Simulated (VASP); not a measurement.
# Sn (Immm) in VASP: further runs

The runs below take Sn through relaxation of cell and atoms, with LDA, PBEsol+D3(BJ), PBEsol.

All numbers are computed with VASP 6.6.1; they aren't measurements. Logs are shortened: lines on timing, memory, paths and dates and some standing lists are left out, and cuts for length are marked.

## (1) The cell of the first run

It takes space group Immm (No. 71, orthorhombic). Conventional cell: a = 3.453 Å, b = 3.551 Å, c = 4.677 Å, α = 90.00°, β = 90.00°, γ = 90.00°. Sn (site symmetry mmm) has 14 Sn at 3.41 to 4.68 Å within 4.7 Å.

## (2) Relaxation of cell and atoms, LDA

INCAR reads:

```
PREC = Accurate
ENCUT = 600
EDIFF = 1E-6
ISMEAR = 0
SIGMA = 0.1
LREAL = False
LASPH = True
NELM = 100
ALGO = Normal
ISIF = 3
LWAVE = False
LCHARG = False
GGA = CA
IBRION = 2
NSW = 60
EDIFFG = -0.03
```

KPOINTS reads:

```
Automatic mesh
0
Gamma
  11 11 11
```

POSCAR reads:

```
Sn
1.0
   -1.7265390000      1.7755470000      2.3383420000
    1.7265390000     -1.7755470000      2.3383420000
    1.7265390000      1.7755470000     -2.3383420000
Sn
1
Direct
    0.0000000000      0.0000000000      0.0000000000
```

Potentials or basis: VASP PAW LDA potentials, release 64 (Sn_d).

Started as:

```
$ cat potpaw_LDA.64/Sn_d/POTCAR > POTCAR
$ mpirun -np 1 vasp_std > vasp.out
```

OUTCAR:

```text
PREC = Accurate
   ENCUT = 600
   EDIFF = 1E-6
   ISMEAR = 0
   LREAL = False
   LASPH = True
   NELM = 100
   ISIF = 3
   GGA = CA
   IBRION = 2
   NSW = 60
   EDIFFG = -0.03

 ion  position               nearest neighbor table
   1  0.000  0.000  0.000-

  LATTYP: Found a body centered orthorhombic cell.
 ALAT       =     3.4530780000
 B/A-ratio  =     1.0283851103
 C/A-ratio  =     1.3543522620

  Lattice vectors:

 A1 = (  -1.7265390000,   1.7755470000,   2.3383420000)
 A2 = (   1.7265390000,  -1.7755470000,   2.3383420000)
 A3 = (   1.7265390000,   1.7755470000,  -2.3383420000)

Analysis of symmetry for initial positions (statically):
=====================================================================
 Subroutine PRICEL returns:
 Original cell was already a primitive cell.

 Routine SETGRP: Setting up the symmetry group for a
 body centered orthorhombic supercell.

 Subroutine GETGRP returns: Found  8 space group operations
 (whereof  8 operations were pure point group operations)
 out of a pool of  8 trial point group operations.

The static configuration has the point symmetry D_2h.

Analysis of symmetry for dynamics (positions and initial velocities):
=====================================================================
 Subroutine PRICEL returns:
 Original cell was already a primitive cell.

 Routine SETGRP: Setting up the symmetry group for a
 body centered orthorhombic supercell.

 Subroutine GETGRP returns: Found  8 space group operations
 (whereof  8 operations were pure point group operations)
 out of a pool of  8 trial point group operations.

The dynamic configuration has the point symmetry D_2h.

 Subroutine INISYM returns: Found  8 space group operations
 (whereof  8 operations are pure point group operations),
 and found     1 'primitive' translations

----------------------------------------------------------------------------------------

                                     Primitive cell

  volume of cell :      28.6732

  direct lattice vectors                    reciprocal lattice vectors
    -1.726539000  1.775547000  2.338342000     0.000000000  0.281603359  0.213826720
     1.726539000 -1.775547000  2.338342000     0.289596702  0.000000000  0.213826720
     1.726539000  1.775547000 -2.338342000     0.289596702  0.281603359  0.000000000

  length of vectors
     3.406075069  3.406075069  3.406075069     0.353584952  0.359983494  0.403938983

  position of ions in fractional coordinates (direct lattice)
     0.000000000  0.000000000  0.000000000

  ion indices of the primitive-cell ions
   primitive index   ion index
                 1           1

----------------------------------------------------------------------------------------

 KPOINTS: Automatic mesh

Automatic generation of k-mesh.
 Grid dimensions read from file:
 generate k-points for:   11   11   11

 Generating k-lattice:

  Cartesian coordinates                     Fractional coordinates (reciprocal lattice)
     0.000000000  0.025600305  0.019438793     0.090909091  0.000000000 -0.000000000
     0.026326973  0.000000000  0.019438793     0.000000000  0.090909091  0.000000000
     0.026326973  0.025600305  0.000000000    -0.000000000  0.000000000  0.090909091

  Length of vectors
     0.032144087  0.032725772  0.036721726

  Shift w.r.t. Gamma in fractional coordinates (k-lattice)
     0.000000000  0.000000000  0.000000000

 Subroutine IBZKPT returns following result:
 ===========================================

 Found    216 irreducible k-points:

 Following reciprocal coordinates:
            Coordinates               Weight
  0.000000  0.000000  0.000000      1.000000
  0.090909  0.000000  0.000000      4.000000
  0.181818 -0.000000  0.000000      4.000000
  0.272727  0.000000  0.000000      4.000000
  0.363636 -0.000000  0.000000      4.000000
  0.454545  0.000000  0.000000      4.000000
[... 16 lines left out ...]
  0.454545  0.181818  0.000000      8.000000
 -0.454545  0.181818  0.000000      8.000000
 [... further k-points ...]
   k-points           NKPTS =    216   k-points in BZ     NKDIM =    216   number of bands    NBANDS=     11
   number of dos      NEDOS =    301   number of ions     NIONS =      1
   total plane-waves  NPLWV =  21952
   dimension x,y,z NGX =    28 NGY =   28 NGZ =   28
   dimension x,y,z NGXF=    56 NGYF=   56 NGZF=   56
   ions per type =               1
   NGX,Y,Z   is equivalent  to a cutoff of  13.67, 13.67, 13.67 a.u.
   NGXF,Y,Z  is equivalent  to a cutoff of  27.33, 27.33, 27.33 a.u.
 SYSTEM =  unknown system
   PREC   = accura    normal or accurate (medium, high low for compatibility)
   ISTART =      0    job   : 0-new  1-cont  2-samecut
   ICHARG =      2    charge: 1-file 2-atom 10-const
   ISPIN  =      1    spin polarized calculation?
   LNONCOLLINEAR =      F non collinear calculations
   LSORBIT =      F    spin-orbit coupling
   LASPH  =      T    aspherical Exc in radial PAW
   ENCUT  =  600.0 eV  44.10 Ry    6.64 a.u.   6.80  6.80  6.80*2*pi/ulx,y,z
   NELM   =    100;   NELMIN=  2; NELMDL= -5     # of ELM steps
   EDIFF  = 0.1E-05   stopping-criterion for ELM
   LREAL  =      F    real-space projection
   EDIFFG = -.3E-01   stopping-criterion for IOM
   NSW    =     60    number of steps for IOM
   IBRION =      2    ionic relax: 0-MD 1-quasi-New 2-CG
   NFREE  =      1    steps in history (QN), initial steepest desc. (CG)
   ISIF   =      3    stress and relaxation
   ISYM   =      2    0-nonsym 1-usesym 2-fastsym
   POTIM  = 0.5000    time-step for ionic-motion
   TEBEG  =    0.0;   TEEND  =   0.0 temperature during run
   PSTRESS=    0.0 pullay stress
   NELECT =      14.0000    total number of electrons
   NUPDOWN=      -1.0000    fix difference up-down
   EMIN   =  10.00;   EMAX   =-10.00  energy-range for DOS
   EFERMI =   0.00;   METHOD = LEGACY
   ISMEAR =     0;   SIGMA  =   0.10  broadening in eV -4-tet -1-fermi 0-gaus
   EFERMI_NEDOS =   21; number of points for ismear=-14 and -15
   IALGO  =     38    algorithm
   IMIX   =      4    mixing-type and parameters
     AMIX     =   0.40;   BMIX     =  1.00
     AMIX_MAG =   1.60;   BMIX_MAG =  1.00
  volume/ion in A,a.u.               =      28.67       193.50
  Fermi-wavevector in a.u.,A,eV,Ry     =   1.289116  2.436076 22.610433  1.661820
  Thomas-Fermi vector in A             =   2.421028
   LORBIT       =      0    0 simple, 1 ext, 2 COOP (PROOUT), +10 PAW based schemes
   GGA     = CA    functional components
   LHFCALC =     F    Hartree Fock is set to
   AEXX    =    0.0000 exact exchange contribution
   IVDW    =     0    specifies the selected vdW correction
   LEPSILON=     F    determine dielectric tensor
   LRPA    =     F    only Hartree local field effects (RPA)
 conjugate gradient relaxation of ions
 non-spin polarized calculation
 Gauss-broadening in eV      SIGMA  =   0.10
  energy-cutoff  :      600.00
  volume of cell :       28.67
 maximum number of plane-waves:       971
   NGX = 13   NGY = 13   NGZ = 13

--------------------------------------- Ionic step        1  -------------------------------------------

 number of electron      13.9999998 magnetization

 Free energy of the ion-electron system (eV)
  ---------------------------------------------------
  ext. energy  EPLUGINS =         0.00000000
  ---------------------------------------------------
  free energy    TOTEN  =        -4.40088425 eV

  energy without entropy =       -4.39892444  energy(sigma->0) =       -4.39990435

------------------------ aborting loop because EDIFF is reached ----------------------------------------

  FORCE on cell =-STRESS in cart. coord.  units (eV):
  Direction    XX          YY          ZZ          XY          YZ          ZX
  --------------------------------------------------------------------------------------
  -------------------------------------------------------------------------------------
  Total       -0.7241297     -1.0230672     -0.7700145     -0.0000000      0.0000000      0.0000000
  in kB      -40.4622828    -57.1660470    -43.0261917     -0.0000000      0.0000000      0.0000000
  external PRESSURE =     -46.8848405 kB  Pullay stress =       0.0000000 kB
[... 160 lines left out ...]
  energy  without entropy=       -4.4455246993  energy(sigma->0) =       -4.44674152

--------------------------------------- Ionic step        6  -------------------------------------------

 number of electron      14.0000000 magnetization

 Free energy of the ion-electron system (eV)
  ---------------------------------------------------
  ext. energy  EPLUGINS =         0.00000000
  ---------------------------------------------------
  free energy    TOTEN  =        -4.44814759 eV

  energy without entropy =       -4.44564708  energy(sigma->0) =       -4.44689733

 E-fermi :   8.4102     XC(G=0): -10.8158

 val. band max:        8.3294710527   @ k =   0.1818   0.1818   0.1818
 cond. band min:       8.4242257811   @ k =  -0.3636   0.1818  -0.0000
 fundamental gap:      0.0947547283
 Fermi energy:         8.4102473543

 k-point     1 :       0.0000    0.0000    0.0000
  band No.  band energies     occupation
      1     -13.0567      2.00000
      2     -13.0560      2.00000
      3     -13.0217      2.00000
      4     -12.9741      2.00000
      5     -12.9336      2.00000
      6      -3.0603      2.00000
      7      16.3378      0.00000
      8      16.4318      0.00000
      9      16.4441      0.00000
     10      19.2274      0.00000
     11      20.5822      0.00000
[... 309 lines left out ...]
 k-point    24 :      -0.4545    0.1818    0.0000
  band No.  band energies     occupation
      1     -13.0730      2.00000
      2     -13.0159      2.00000
      3     -12.9745      2.00000
      4     -12.9187      2.00000
      5     -12.8635      2.00000
      6       0.7573      2.00000
      7       6.0188      2.00000
      8      11.0929      0.00000
      9      12.7774      0.00000
     10      16.1101      0.00000
     11      21.4634      0.00000

 [... further k-points ...]

------------------------ aborting loop because EDIFF is reached ----------------------------------------

  FORCE on cell =-STRESS in cart. coord.  units (eV):
  Direction    XX          YY          ZZ          XY          YZ          ZX
  --------------------------------------------------------------------------------------
  -------------------------------------------------------------------------------------
  Total       -0.0096884     -0.0213853      0.0157928      0.0000000      0.0000000      0.0000000
  in kB       -0.5976887     -1.3192928      0.9742806      0.0000000      0.0000000      0.0000000
  external PRESSURE =      -0.3142337 kB  Pullay stress =       0.0000000 kB
[... 16 lines left out ...]
  FREE ENERGIE OF THE ION-ELECTRON SYSTEM (eV)
  ---------------------------------------------------
  free  energy   TOTEN  =        -4.4481475899 eV

  energy  without entropy=       -4.4456470755  energy(sigma->0) =       -4.44689733

 reached required accuracy - stopping structural energy minimisation
```

It took 2.2 min on 1 thread of AMD EPYC 9R45 (Zen 5), shared host; peak memory 0.18 GiB.

What came out:

- Free energy: -4.4481 eV
- Relaxed volume: 25.97 Å³/atom
- Relaxed cell: a = 3.299 Å, b = 3.299 Å, c = 3.299 Å, α = 118.42°, β = 118.38°, γ = 92.79°
- Space group after relaxing (to 0.1 Å): I4/mmm (No. 139)
- Energy gained by relaxing: 47.3 meV/atom
- Ionic steps: 6
- Pressure after relaxing: 0.0 GPa
- Band gap on the k mesh: zero (bands 7 and 8 overlap by 9.90 eV)

Stress tensor (GPa, compression positive):
```
-0.06  0.00  0.00
 0.00 -0.13  0.00
 0.00  0.00  0.10
```

The path:
```csv
step,energy change (eV),largest force (eV/Å),pressure (GPa),volume (Å³)
1,0.0000,0.0000,-4.69,28.67
2,-0.0439,0.0000,1.52,25.33
3,-0.0464,0.0000,0.12,25.89
4,-0.0464,0.0000,-0.03,25.94
5,-0.0471,0.0000,-0.02,25.96
6,-0.0473,0.0000,-0.03,25.97
```

Final structure:
```cif
data_structure
_symmetry_space_group_name_H-M 'P 1'
_symmetry_Int_Tables_number 1
_cell_length_a 3.2991
_cell_length_b 3.2991
_cell_length_c 3.2991
_cell_angle_alpha 118.420
_cell_angle_beta 118.383
_cell_angle_gamma 92.792
_cell_volume 25.97
loop_
_atom_site_label
_atom_site_type_symbol
_atom_site_fract_x
_atom_site_fract_y
_atom_site_fract_z
_atom_site_occupancy
Sn1 Sn 0.00000 0.00000 0.00000 1
```

Caveat: spin-orbit coupling is left out, which moves the levels of the heavy elements.

## (3) Relaxation of cell and atoms, PBEsol+D3(BJ)

INCAR reads:

```
SYSTEM = Sn
PREC = Accurate
ENCUT = 600
EDIFF = 1E-6
ISMEAR = 0
SIGMA = 0.1
LREAL = .False.
LASPH = .True.
NELM = 80
ALGO = Normal
ISIF = 3
LWAVE = .False.
LCHARG = .False.
GGA = PS
IVDW = 12
IBRION = 2
NSW = 60
EDIFFG = -0.03
```

KPOINTS reads:

```
regular mesh
0
Gamma
  11 11 11
  0 0 0
```

POSCAR is that of step 2.

Potentials or basis: VASP PAW PBE potentials, release 64 (Sn_d).

Started as:

```
$ cat potpaw_PBE.64/Sn_d/POTCAR > POTCAR
$ mpirun -np 1 vasp_std > vasp.out
```

Run time: 2.2 min. Hardware: 1 thread of AMD EPYC 9R45 (Zen 5), shared host; peak memory 0.2 GiB.

Results (log left out):

```
Free energy                           : -4.6489 eV
Relaxed volume                        : 25.44 Å³/atom
Relaxed cell                          : a = 3.276 Å, b = 3.276 Å, c = 3.276 Å, α = 118.37°, β = 118.34°, γ = 92.88°
Space group after relaxing (to 0.1 Å) : I4/mmm (No. 139)
Energy gained by relaxing             : 68.1 meV/atom
Ionic steps                           : 6
Pressure after relaxing               : -0.1 GPa
Band gap on the k mesh                : zero (bands 7 and 8 overlap by 10.26 eV)
Dispersion energy per atom            : -0.417 eV
```

Stress tensor (GPa, compression positive):
```
-0.10  0.00  0.00
 0.00 -0.16  0.00
 0.00  0.00  0.04
```

The path:
```csv
step,energy change (eV),largest force (eV/Å),pressure (GPa),volume (Å³)
1,0.0000,0.0000,-5.75,28.67
2,-0.0626,0.0000,2.07,24.61
3,-0.0672,0.0000,0.14,25.36
4,-0.0671,0.0000,-0.01,25.42
5,-0.0680,0.0000,-0.06,25.43
6,-0.0681,0.0000,-0.08,25.44
```

Final structure:
```cif
data_structure
_symmetry_space_group_name_H-M 'P 1'
_symmetry_Int_Tables_number 1
_cell_length_a 3.2756
_cell_length_b 3.2756
_cell_length_c 3.2756
_cell_angle_alpha 118.365
_cell_angle_beta 118.337
_cell_angle_gamma 92.880
_cell_volume 25.44
loop_
_atom_site_label
_atom_site_type_symbol
_atom_site_fract_x
_atom_site_fract_y
_atom_site_fract_z
_atom_site_occupancy
Sn1 Sn 0.00000 0.00000 0.00000 1
```

Levels at points of the mesh, in eV from the Fermi level:
```
           k point  band 3  band 4  band 5  band 6  band 7  band 8  band 9  band 10  band 11
(0.00, 0.00, 0.00)  -21.43  -21.38  -21.33  -11.62    8.21    8.32    8.33    10.75    12.26
```

Caveat: the PAW data sets were made with another functional, which shifts forces and pressure a little; spin-orbit coupling is left out, which moves the levels of the heavy elements.

## (4) Relaxation of cell and atoms, PBEsol

INCAR reads:

```
ALGO     = Normal         # electronic algorithm
EDIFF    = 1E-7           # SCF threshold, eV
EDIFFG   = -0.03          # ionic threshold
ENCUT    = 600            # plane-wave cutoff, eV
GGA      = PS             # functional
IBRION   = 2              # ionic algorithm
ISIF     = 3              # what is computed and relaxed
ISMEAR   = 0              # smearing method
LASPH    = True           # aspherical terms in the spheres
LCHARG   = False          # write CHGCAR
LREAL    = False          # projectors in reciprocal space
LWAVE    = False          # write WAVECAR
NELM     = 100            # most SCF steps
NSW      = 60             # ionic steps
PREC     = Accurate       # precision mode
SIGMA    = 0.1            # smearing width, eV
```

KPOINTS reads:

```
k-points
0
Gamma
  11 11 11
```

POSCAR is that of step 3.

Started as:

```
$ cat potpaw_PBE.64/Sn_d/POTCAR > POTCAR
$ mpirun -np 1 vasp_std > vasp.out
```

Run time: 2.4 min. Hardware: 1 thread of AMD EPYC 9R45 (Zen 5), shared host; peak memory 0.2 GiB.

Results (log left out):

| Item | Value |
| --- | --- |
| Free energy | -4.2406 eV |
| Relaxed volume | 26.60 Å³/atom |
| Relaxed cell | a = 3.325 Å, b = 3.325 Å, c = 3.325 Å, α = 118.44°, β = 118.38°, γ = 92.77° |
| Space group after relaxing (to 0.1 Å) | I4/mmm (No. 139) |
| Energy gained by relaxing | 28.1 meV/atom |
| Ionic steps | 6 |
| Pressure after relaxing | 0.0 GPa |
| Band gap on the k mesh | zero (bands 7 and 8 overlap by 9.77 eV) |

Stress tensor (GPa, compression positive):
```
-0.07  0.00  0.00
 0.00 -0.12  0.00
 0.00  0.00  0.11
```

Step by step:
```
step  energy change (eV)  largest force (eV/Å)  pressure (GPa)  volume (Å³)
   1              0.0000                0.0000           -3.62        28.67
   2             -0.0257                0.0000            1.12        26.07
   3             -0.0272                0.0000            0.13        26.52
   4             -0.0272                0.0000            0.03        26.56
   5             -0.0279                0.0000            0.01        26.58
   6             -0.0281                0.0000           -0.03        26.60
```

Final structure:
```
Sn
1.0
    -1.70173    1.70327    2.29389
     1.70173   -1.70327    2.29389
     1.70173    1.70327   -2.29389
Sn
1
Cartesian
  0.0000 0.0000 0.0000
```

Levels at points of the mesh, in eV from the Fermi level:
```
           k point  band 3  band 4  band 5  band 6  band 7  band 8  band 9  band 10  band 11
(0.00, 0.00, 0.00)  -21.41  -21.37  -21.33  -11.29    7.83    7.92    7.94    10.69    11.95
```

Caveat: the PAW data sets were made with another functional, which shifts forces and pressure a little; spin-orbit coupling is left out, which moves the levels of the heavy elements.

## (5) Summary

```tsv
level	potentials or basis	gap on the mesh (eV)	pressure (GPa)	relaxed volume (Å³/atom)
LDA	VASP PAW LDA potentials, release 64 (Sn_d)	none	0.0	25.97
PBEsol+D3(BJ)	VASP PAW PBE potentials, release 64 (Sn_d)	none	-0.1	25.44
PBEsol	VASP PAW PBE potentials, release 64 (Sn_d)	none	0.0	26.60
```

Alike in all rows: task relaxation of cell and atoms; no spin polarisation; cell relaxed; k mesh 11 × 11 × 11; cutoff (eV) 600; smearing gaussian 0.1 eV.

Caveats: spin-orbit coupling is left out, which moves the levels of the heavy elements; the PAW data sets were made with another functional, which shifts forces and pressure a little (at least some runs).

Total energies depend on the potentials used, so only differences within one code and one set of settings carry meaning.

The gap in the log of VASP goes by the Fermi energy; the results here count the filled bands.